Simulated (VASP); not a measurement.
# Os (P6_3/mmc) in VASP: further runs

The runs below take Os through single point, with PBEsol.

All numbers are computed with VASP 6.6.1; they aren't measurements. Logs are shortened: lines on timing, memory, paths and dates and some standing lists are left out, and cuts for length are marked.

## 1. The cell of the first run

Symmetry: P6_3/mmc, No. 194, hexagonal system. Conventional cell: a = 2.655 Å, b = 2.655 Å, c = 4.187 Å, α = 90.00°, β = 90.00°, γ = 120.00°. Within 3.4 Å of Os (site symmetry -6m2) lie 12 Os at 2.59 to 2.66 Å.

## 2. Single point, PBEsol (12.78 Å³/atom)

INCAR reads:

```
SYSTEM = Os
PREC = Accurate ; ENCUT = 520
EDIFF = 1E-6 ; ISMEAR = -1
SIGMA = 0.1 ; LREAL = .FALSE.
LASPH = .TRUE. ; NELM = 80
ALGO = Normal ; ISIF = 2
LWAVE = .FALSE. ; LCHARG = .FALSE.
GGA = PS ; NBANDS = 15
```

KPOINTS reads:

```
Automatic mesh
0
G
  22 22 12
  0 0 0
```

POSCAR reads:

```
Os
1.0
    2.6553866622      0.0000000000      0.0000000000
   -1.3276933311      2.2996323064      0.0000000000
    0.0000000000      0.0000000000      4.1866424945
Os
2
Direct
    0.3333333333      0.6666666667      0.2500000000
    0.6666666667      0.3333333333      0.7500000000
```

Potentials or basis: VASP PAW PBE potentials, release 64 (Os).

Command:

```bash
cat potpaw_PBE.64/Os/POTCAR > POTCAR
mpirun -np 1 vasp_std > vasp.out
```

OUTCAR:

```text
SYSTEM = Os
   PREC = Accurate
   ENCUT = 520
   EDIFF = 1E-6
   ISMEAR = -1
   LREAL = .FALSE.
   LASPH = .TRUE.
   NELM = 80
   ISIF = 2
   GGA = PS

 ion  position               nearest neighbor table
   1  0.333  0.667  0.250-   2 2.59   2 2.59   2 2.59   2 2.59   2 2.59   2 2.59
   2  0.667  0.333  0.750-   1 2.59   1 2.59   1 2.59   1 2.59   1 2.59   1 2.59

  LATTYP: Found a hexagonal cell.
 ALAT       =     2.6553866622
 C/A-ratio  =     1.5766602108

  Lattice vectors:

 A1 = (   2.6553866622,   0.0000000000,   0.0000000000)
 A2 = (  -1.3276933311,   2.2996323064,   0.0000000000)
 A3 = (   0.0000000000,   0.0000000000,   4.1866424945)

Analysis of symmetry for initial positions (statically):
=====================================================================
 Subroutine PRICEL returns:
 Original cell was already a primitive cell.

 Routine SETGRP: Setting up the symmetry group for a
 hexagonal supercell.

 Subroutine GETGRP returns: Found 24 space group operations
 (whereof 12 operations were pure point group operations)
 out of a pool of 24 trial point group operations.

The static configuration has the point symmetry D_3d.
 The point group associated with its full space group is D_6h.

Analysis of symmetry for dynamics (positions and initial velocities):
=====================================================================
 Subroutine PRICEL returns:
 Original cell was already a primitive cell.

 Routine SETGRP: Setting up the symmetry group for a
 hexagonal supercell.

 Subroutine GETGRP returns: Found 24 space group operations
 (whereof 12 operations were pure point group operations)
 out of a pool of 24 trial point group operations.

The dynamic configuration has the point symmetry D_3d.
 The point group associated with its full space group is D_6h.

 Subroutine INISYM returns: Found 24 space group operations
 (whereof 12 operations are pure point group operations),
 and found     1 'primitive' translations

----------------------------------------------------------------------------------------

                                     Primitive cell

  volume of cell :      25.5654

  direct lattice vectors                    reciprocal lattice vectors
     2.655386662  0.000000000  0.000000000     0.376592989  0.217426064  0.000000000
    -1.327693331  2.299632306  0.000000000     0.000000000  0.434852127  0.000000000
     0.000000000  0.000000000  4.186642495     0.000000000  0.000000000  0.238854882

  length of vectors
     2.655386662  2.655386662  4.186642495     0.434852127  0.434852127  0.238854882

  position of ions in fractional coordinates (direct lattice)
     0.333333333  0.666666667  0.250000000
     0.666666667  0.333333333  0.750000000

  ion indices of the primitive-cell ions
   primitive index   ion index
                 1           1
                 2           2

----------------------------------------------------------------------------------------

 KPOINTS: Automatic mesh

Automatic generation of k-mesh.
 Grid dimensions read from file:
 generate k-points for:   22   22   12

 Generating k-lattice:

  Cartesian coordinates                     Fractional coordinates (reciprocal lattice)
     0.017117863  0.009883003  0.000000000     0.045454545  0.000000000  0.000000000
     0.000000000  0.019766006  0.000000000     0.000000000  0.045454545  0.000000000
     0.000000000  0.000000000  0.019904574     0.000000000  0.000000000  0.083333333

  Length of vectors
     0.019766006  0.019766006  0.019904574

  Shift w.r.t. Gamma in fractional coordinates (k-lattice)
     0.000000000  0.000000000  0.000000000

 Subroutine IBZKPT returns following result:
 ===========================================

 Found    364 irreducible k-points:

 Following reciprocal coordinates:
            Coordinates               Weight
  0.000000  0.000000  0.000000      1.000000
  0.045455  0.000000  0.000000      6.000000
  0.090909  0.000000  0.000000      6.000000
  0.136364  0.000000  0.000000      6.000000
  0.181818  0.000000  0.000000      6.000000
  0.227273  0.000000  0.000000      6.000000
[... 16 lines left out ...]
  0.090909  0.090909  0.000000      6.000000
  0.136364  0.090909  0.000000     12.000000
 [... further k-points ...]
   k-points           NKPTS =    364   k-points in BZ     NKDIM =    364   number of bands    NBANDS=     15
   number of dos      NEDOS =    301   number of ions     NIONS =      2
   total plane-waves  NPLWV =  12800
   dimension x,y,z NGX =    20 NGY =   20 NGZ =   32
   dimension x,y,z NGXF=    40 NGYF=   40 NGZF=   64
   ions per type =               2
   NGX,Y,Z   is equivalent  to a cutoff of  12.52, 12.52, 12.71 a.u.
   NGXF,Y,Z  is equivalent  to a cutoff of  25.04, 25.04, 25.41 a.u.
 SYSTEM =  Os
   PREC   = accura    normal or accurate (medium, high low for compatibility)
   ISTART =      0    job   : 0-new  1-cont  2-samecut
   ICHARG =      2    charge: 1-file 2-atom 10-const
   ISPIN  =      1    spin polarized calculation?
   LNONCOLLINEAR =      F non collinear calculations
   LSORBIT =      F    spin-orbit coupling
   LASPH  =      T    aspherical Exc in radial PAW
   ENCUT  =  520.0 eV  38.22 Ry    6.18 a.u.   4.94  4.94  7.78*2*pi/ulx,y,z
   NELM   =     80;   NELMIN=  2; NELMDL= -5     # of ELM steps
   EDIFF  = 0.1E-05   stopping-criterion for ELM
   LREAL  =      F    real-space projection
   EDIFFG = 0.1E-04   stopping-criterion for IOM
   NSW    =      0    number of steps for IOM
   IBRION =     -1    ionic relax: 0-MD 1-quasi-New 2-CG
   NFREE  =      0    steps in history (QN), initial steepest desc. (CG)
   ISIF   =      2    stress and relaxation
   ISYM   =      2    0-nonsym 1-usesym 2-fastsym
   POTIM  = 0.5000    time-step for ionic-motion
   TEBEG  =    0.0;   TEEND  =   0.0 temperature during run
   PSTRESS=    0.0 pullay stress
   NELECT =      16.0000    total number of electrons
   NUPDOWN=      -1.0000    fix difference up-down
   EMIN   =  10.00;   EMAX   =-10.00  energy-range for DOS
   EFERMI =   0.00;   METHOD = LEGACY
   ISMEAR =    -1;   SIGMA  =   0.10  broadening in eV -4-tet -1-fermi 0-gaus
   EFERMI_NEDOS =   21; number of points for ismear=-14 and -15
   IALGO  =     38    algorithm
   IMIX   =      4    mixing-type and parameters
     AMIX     =   0.40;   BMIX     =  1.00
     AMIX_MAG =   1.60;   BMIX_MAG =  1.00
  volume/ion in A,a.u.               =      12.78        86.26
  Fermi-wavevector in a.u.,A,eV,Ry     =   1.400331  2.646243 26.680043  1.960928
  Thomas-Fermi vector in A             =   2.523302
   LORBIT       =      0    0 simple, 1 ext, 2 COOP (PROOUT), +10 PAW based schemes
   GGA     = PS    functional components
   LHFCALC =     F    Hartree Fock is set to
   AEXX    =    0.0000 exact exchange contribution
   IVDW    =     0    specifies the selected vdW correction
   LEPSILON=     F    determine dielectric tensor
   LRPA    =     F    only Hartree local field effects (RPA)
 non-spin polarized calculation
  energy-cutoff  :      520.00
  volume of cell :       25.57
 maximum number of plane-waves:       703
 NGX is ok and might be reduce to    20
   NGX =  9   NGY =  9   NGZ = 15

 number of electron      16.0000003 magnetization

 Free energy of the ion-electron system (eV)
  ---------------------------------------------------
  ext. energy  EPLUGINS =         0.00000000
  ---------------------------------------------------
  free energy    TOTEN  =       -24.20703423 eV

  energy without entropy =      -24.17395254  energy(sigma->0) =      -24.19049338

 E-fermi :  10.7549     XC(G=0): -14.6723

 val. band max:       10.7521533071   @ k =   0.1364   0.0000   0.3333
 cond. band min:      10.7587116356   @ k =   0.3636   0.0455   0.3333
 fundamental gap:      0.0065583285
 Fermi energy:        10.7548873464

 k-point     1 :       0.0000    0.0000    0.0000
  band No.  band energies     occupation
      1      -1.0945      2.00000
      2       2.0024      2.00000
      3       7.2166      2.00000
      4       7.2166      2.00000
      5       7.5513      2.00000
      6       8.2065      2.00000
      7       8.2065      2.00000
      8       8.9354      2.00000
      9       8.9354      2.00000
     10      10.8039      0.75989
     11      12.6721      0.00000
     12      12.6721      0.00000
     13      20.9242      0.00000
     14      24.7002      0.00000
     15      27.6151      0.00000

 k-point     2 :       0.0455    0.0000    0.0000
  band No.  band energies     occupation
      1      -1.0009      2.00000
      2       2.0865      2.00000
      3       6.9748      2.00000
      4       7.3006      2.00000
      5       7.7652      2.00000
      6       8.1456      2.00000
      7       8.2854      2.00000
      8       8.8222      2.00000
      9       8.8634      2.00000
     10      10.2981      1.97945
     11      12.7256      0.00000
     12      13.3102      0.00000
     13      20.9279      0.00000
     14      24.9051      0.00000
     15      27.7408      0.00000

 k-point     3 :       0.0909    0.0000    0.0000
  band No.  band energies     occupation
      1      -0.7258      2.00000
      2       2.3275      2.00000
      3       6.5878      2.00000
      4       7.5505      2.00000
      5       7.9434      2.00000
      6       8.1277      2.00000
      7       8.3951      2.00000
      8       8.5199      2.00000
      9       8.6661      2.00000
     10       9.6115      1.99998
     11      12.8683      0.00000
     12      14.4860      0.00000
     13      20.9209      0.00000
     14      25.4915      0.00000
     15      28.0903      0.00000
[... 343 lines left out ...]
 k-point    23 :       0.0909    0.0909    0.0000
  band No.  band energies     occupation
      1      -0.0313      2.00000
      2       2.8968      2.00000
      3       5.9488      2.00000
      4       7.3271      2.00000
      5       7.6337      2.00000
      6       7.9862      2.00000
      7       8.2529      2.00000
      8       8.5472      2.00000
      9       9.2282      2.00000
     10       9.2415      2.00000
     11      13.1002      0.00000
     12      16.4385      0.00000
     13      20.8168      0.00000
     14      26.8035      0.00000
     15      28.8913      0.00000

 k-point    24 :       0.1364    0.0909    0.0000
  band No.  band energies     occupation
      1       0.5282      2.00000
      2       3.2920      2.00000
      3       5.5951      2.00000
      4       6.5448      2.00000
      5       7.4365      2.00000
      6       7.6489      2.00000
      7       8.8492      2.00000
      8       8.8871      2.00000
      9       9.0534      2.00000
     10       9.8533      1.99976
     11      13.2421      0.00000
     12      17.6707      0.00000
     13      20.6791      0.00000
     14      27.3937      0.00000
     15      28.7681      0.00000

 [... further k-points ...]
[... 5 lines left out ...]
  --------------------------------------------------------------------------------------
  -------------------------------------------------------------------------------------
  Total        7.1231875      7.1231875      7.7861572     -0.0000000      0.0000000      0.0000000
  in kB      446.4089705    446.4089705    487.9571651     -0.0000000      0.0000000      0.0000000
  external PRESSURE =     460.2583687 kB  Pullay stress =       0.0000000 kB

 VOLUME and BASIS-vectors are now :
 -----------------------------------------------------------------------------
  energy-cutoff  :      520.00
  volume of cell :       25.57
      direct lattice vectors                 reciprocal lattice vectors
     2.655386662  0.000000000  0.000000000     0.376592989  0.217426064  0.000000000
    -1.327693331  2.299632306  0.000000000     0.000000000  0.434852127  0.000000000
     0.000000000  0.000000000  4.186642495     0.000000000  0.000000000  0.238854882

 POSITION                                       TOTAL-FORCE (eV/Angst)
 -----------------------------------------------------------------------------------
     -0.00000      1.53309      1.04666         0.000000      0.000000      0.000000
      1.32769      0.76654      3.13998        -0.000000     -0.000000      0.000000
 -----------------------------------------------------------------------------------
    total drift:                                0.000000     -0.000000     -0.000000

  FREE ENERGIE OF THE ION-ELECTRON SYSTEM (eV)
  ---------------------------------------------------
  free  energy   TOTEN  =       -24.2070342298 eV

  energy  without entropy=      -24.1739525377  energy(sigma->0) =      -24.19049338
```

Run time: 65 s. Hardware: 1 thread of AMD EPYC 7R13 (Zen 3), shared host; peak memory 0.2 GiB.

Results:

* Free energy: -24.2070 eV
* Pressure: 46.0 GPa
* Band gap on the k mesh: zero (bands 8 and 9 overlap by 4.53 eV)

Stress tensor (GPa, compression positive):
```
44.64  0.00  0.00
 0.00 44.64  0.00
 0.00  0.00 48.80
```

Levels at points of the mesh, in eV from the Fermi level:
| k point | band 4 | band 5 | band 6 | band 7 | band 8 | band 9 | band 10 | band 11 | band 12 | band 13 |
| --- | --- | --- | --- | --- | --- | --- | --- | --- | --- | --- |
| (0.00, 0.00, 0.00) | -3.54 | -3.20 | -2.55 | -2.55 | -1.82 | -1.82 | 0.05 | 1.92 | 1.92 | 10.17 |
| (0.50, 0.00, 0.00) | -4.11 | -3.19 | -2.89 | -2.12 | 2.36 | 3.03 | 3.19 | 5.05 | 6.42 | 10.14 |
| (0.00, 0.00, 0.50) | -4.03 | -3.76 | -3.76 | -3.76 | -3.76 | 1.05 | 1.05 | 1.05 | 1.05 | 13.70 |
| (0.50, 0.00, 0.50) | -6.11 | -1.42 | -1.42 | -0.18 | -0.18 | 2.76 | 2.76 | 3.74 | 3.74 | 10.18 |

Caveat: the cell stands under pressure; the PAW data sets were made with another functional, which shifts forces and pressure a little; spin-orbit coupling is left out, which moves the levels of the heavy elements.

## 3. Single point, PBEsol (13.34 Å³/atom)

This run uses another cell than the first one, of 13.34 Å³/atom.

INCAR reads:

```
SYSTEM = Os
  ALGO = Normal
  EDIFF = 1E-6
  ENCUT = 520
  GGA = PS
  ISIF = 2
  ISMEAR = -1
  LASPH = .True.
  LCHARG = .False.
  LREAL = .False.
  LWAVE = .False.
  NBANDS = 15
  NELM = 80
  PREC = Accurate
  SIGMA = 0.1
```

KPOINTS reads:

```
k-points
0
Gamma
  22 22 12
  0 0 0
```

POSCAR reads:

```
Os
1.0
    2.6933258832      0.0000000000      0.0000000000
   -1.3466629416      2.3324886355      0.0000000000
    0.0000000000      0.0000000000      4.2464597547
Os
2
Direct
    0.3333333333      0.6666666667      0.2500000000
    0.6666666667      0.3333333333      0.7500000000
```

Potentials or basis: VASP PAW PBE potentials, release 64 (Os).

Command:

```bash
cat potpaw_PBE.64/Os/POTCAR > POTCAR
mpirun -np 1 vasp_std > vasp.out
```

It took 64 s on 1 thread of AMD EPYC 7R13 (Zen 3), shared host; peak memory 0.2 GiB.

It converged, with:

| Item | Value |
| --- | --- |
| Free energy | -24.4355 eV |
| Pressure | 20.6 GPa |
| Band gap on the k mesh | zero (bands 8 and 9 overlap by 4.23 eV) |

Stress tensor (GPa, compression positive):
```
19.85  0.00  0.00
 0.00 19.85  0.00
 0.00  0.00 22.16
```

Levels at points of the mesh, in eV from the Fermi level:
```csv
k point,band 6,band 7,band 8,band 9,band 10,band 11
"(0.00, 0.00, 0.00)",-2.39,-2.39,-1.71,-1.71,0.02,1.80
"(0.50, 0.00, 0.00)",-2.74,-2.01,2.19,2.81,2.97,4.73
"(0.00, 0.00, 0.50)",-3.53,-3.53,-3.53,0.97,0.97,0.97
"(0.50, 0.00, 0.50)",-1.33,-0.19,-0.19,2.56,2.56,3.52
```

Caveat: the cell stands under pressure; the PAW data sets were made with another functional, which shifts forces and pressure a little; spin-orbit coupling is left out, which moves the levels of the heavy elements.

## 4. Single point, PBEsol (15.01 Å³/atom)

This run uses another cell than the first one, of 15.01 Å³/atom.

INCAR reads:

```
SYSTEM = Os
  PREC = Accurate
  ENCUT = 520
  EDIFF = 1E-6
  ISMEAR = -1
  SIGMA = 0.1
  LREAL = .FALSE.
  LASPH = .TRUE.
  NELM = 80
  ALGO = Normal
  ISIF = 2
  LWAVE = .FALSE.
  LCHARG = .FALSE.
  GGA = PS
  NBANDS = 15
```

KPOINTS reads:

```
regular mesh
0
G
  22 22 12
  0 0 0
```

POSCAR reads:

```
Os
1.0
    2.8011717999      0.0000000000      0.0000000000
   -1.4005859000      2.4258859391      0.0000000000
    0.0000000000      0.0000000000      4.4164961204
Os
2
Direct
    0.3333333333      0.6666666667      0.2500000000
    0.6666666667      0.3333333333      0.7500000000
```

Command:

```bash
cat potpaw_PBE.64/Os/POTCAR > POTCAR
mpirun -np 1 vasp_std > vasp.out
```

It took 1.8 min on 1 thread of AMD EPYC 7R13 (Zen 3), shared host; peak memory 0.23 GiB.

Results (log left out):

- Free energy: -24.3038 eV
- Pressure: -27.8 GPa
- Band gap on the k mesh: zero (bands 8 and 9 overlap by 3.49 eV)

Stress tensor (GPa, compression positive):
```
-27.39   0.00   0.00
  0.00 -27.39   0.00
  0.00   0.00 -28.67
```

Levels at points of the mesh, in eV from the Fermi level:
| k point | band 4 | band 5 | band 6 | band 7 | band 8 | band 9 | band 10 | band 11 | band 12 | band 13 |
| --- | --- | --- | --- | --- | --- | --- | --- | --- | --- | --- |
| (0.00, 0.00, 0.00) | -2.77 | -2.52 | -2.01 | -2.01 | -1.44 | -1.44 | 0.02 | 1.51 | 1.51 | 8.24 |
| (0.50, 0.00, 0.00) | -3.23 | -2.76 | -2.36 | -1.72 | 1.78 | 2.28 | 2.41 | 3.95 | 5.16 | 8.74 |
| (0.00, 0.00, 0.50) | -3.27 | -2.95 | -2.95 | -2.95 | -2.95 | 0.78 | 0.78 | 0.78 | 0.78 | 13.69 |
| (0.50, 0.00, 0.50) | -4.83 | -1.11 | -1.11 | -0.17 | -0.17 | 2.08 | 2.08 | 2.98 | 2.98 | 8.29 |

Caveat: the cell stands under tension; the PAW data sets were made with another functional, which shifts forces and pressure a little; spin-orbit coupling is left out, which moves the levels of the heavy elements.

## 5. The runs side by side

```csv
cell,gap on the mesh (eV),pressure (GPa)
"a = 2.655, b = 2.655, c = 4.187 Å, angles 90.0, 90.0, 120.0°, 2 atoms",none,46.0
"a = 2.693, b = 2.693, c = 4.246 Å, angles 90.0, 90.0, 120.0°, 2 atoms",none,20.6
"a = 2.801, b = 2.801, c = 4.416 Å, angles 90.0, 90.0, 120.0°, 2 atoms",none,-27.8
```

Alike in all rows: task single point; level PBEsol; potentials or basis VASP PAW PBE potentials, release 64 (Os); no spin polarisation; k mesh 22 × 22 × 12; cutoff (eV) 520; smearing fermi-dirac 0.1 eV.

Caveats: the PAW data sets were made with another functional, which shifts forces and pressure a little; spin-orbit coupling is left out, which moves the levels of the heavy elements; the cell stands under pressure (at least some runs); the cell stands under tension (at least some runs).

Absolute energies hang on the potentials; compare differences alone.
